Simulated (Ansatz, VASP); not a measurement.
Al in VASP and in Ansatz

File POSCAR:

```
Al
1.0
   -0.0204552100      1.9706540500      2.0438328400
    2.0026569100      0.0099662700      2.0134113600
    2.0592944800      1.9968701300     -0.0466712900
Al
1
Direct
    0.0000000000      0.0000000000      0.0000000000
```

Contents of INCAR.step1:

```
PREC = Accurate
ENCUT = 520
EDIFF = 1E-5
ISMEAR = -1
SIGMA = 0.05
LREAL = False
LASPH = True
NELM = 80
ALGO = Normal
ISIF = 2
LWAVE = True
LCHARG = False
NBANDS = 8
GGA = PE
```

Contents of INCAR.step2:

```
PREC = Accurate
ENCUT = 520
EDIFF = 1E-7
ISMEAR = -1
SIGMA = 0.05
LREAL = False
LASPH = True
NELM = 80
ALGO = Normal
ISIF = 2
LWAVE = False
LCHARG = False
GGA = PE
LHFCALC = True
AEXX = 0.25
PRECFOCK = Normal
NBANDS = 8
ISTART = 1
```

Contents of KPOINTS:

```
regular mesh
0
Gamma
  6 7 6
```

input.yaml

```yaml
crystal:
  lattice:
    - [-0.02045521, 1.97065405, 2.04383284]
    - [2.00265691, 0.00996627, 2.01341136]
    - [2.05929448, 1.99687013, -0.04667129]
  atoms:
    - { symbol: Al, position: [0.0, 0.0, 0.0] }
hamiltonian:
  xc: pbe0
  pseudopotentials: { kind: paw }
kpoints:
  mp_grid: { grid: [6, 7, 6] }
scf:
  occupations: { method: fermi_dirac, width: 0.05 }
  n_extra_bands: 6
output:
  forces: true
  stress: true
  eigenvalues: true
  dos: { projected: true, de: 0.05 }
  write_density: true
  write_potential: true
  elf: true
  volumetric_format: npy
```

Alike in both runs: functional PBE0; k mesh 6 × 7 × 6; occupations fermi-dirac, width 0.05 eV; no spin polarisation.

|  | VASP | Ansatz |
| --- | --- | --- |
| version | VASP 6.6.1 | Ansatz 0.2.0 |
| potentials or method | VASP PAW PBE potentials, release 64 (Al) | Ansatz PAW |
| plane-wave cutoff (eV) | 520 | 420 |
| valence electrons in the cell | 3 | 3 |
| task | single point | projected density of states |

Ansatz gave:

| Item | Value |
| --- | --- |
| gap on the k mesh at the Fermi level (eV) | none |
| pressure (GPa) | -1.8 |
| traceless stress, the component that is largest in VASP (GPa) | 2.80 |

Q: Which values does VASP return?

A: gap on the k mesh at the Fermi level (eV): none; pressure (GPa): -1.8; traceless stress, the component that is largest in VASP (GPa): 2.78.

A gap of «none» marks a metal or a gap that the smearing closes.

The k mesh is coarse, so the values compare programs but aren't converged.
